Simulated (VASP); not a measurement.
Runs of VASP 6.6.1 on MgH2. The structure is that of space group P4_2/mnm (No. 136), or close to it. The cells are those of the table. 

| task | level | cell | cutoff (eV) | gap on the mesh (eV) | pressure (GPa) |
| --- | --- | --- | --- | --- | --- |
| single point | PBEsol | a = 4.477, b = 4.477, c = 3.008 Å, 6 atoms | 600 | 3.58 | -0.1 |
| single point | r2SCAN | a = 4.477, b = 4.477, c = 3.008 Å, 6 atoms | 660 | 4.42 | -0.4 |
| single point | PBEsol | a = 4.477, b = 4.477, c = 3.008 Å, 6 atoms | 520 | 3.58 | (a) |
| relaxation of cell and atoms | PBEsol | relaxed from a = 4.517, b = 4.517, c = 3.021 Å, 6 atoms | 600 | 3.58 | 0.0 |

Alike in all rows: potentials or basis VASP PAW PBE potentials, release 64 (Mg, H); no spin polarisation; k mesh 6 × 6 × 8; smearing gaussian 0.02 eV.

**Question.** Estimate the missing entries.

**Answer.** (a) -0.2.

Caveats: the PAW data sets were made with another functional, which shifts forces and pressure a little.

A k mesh can miss the band edges.
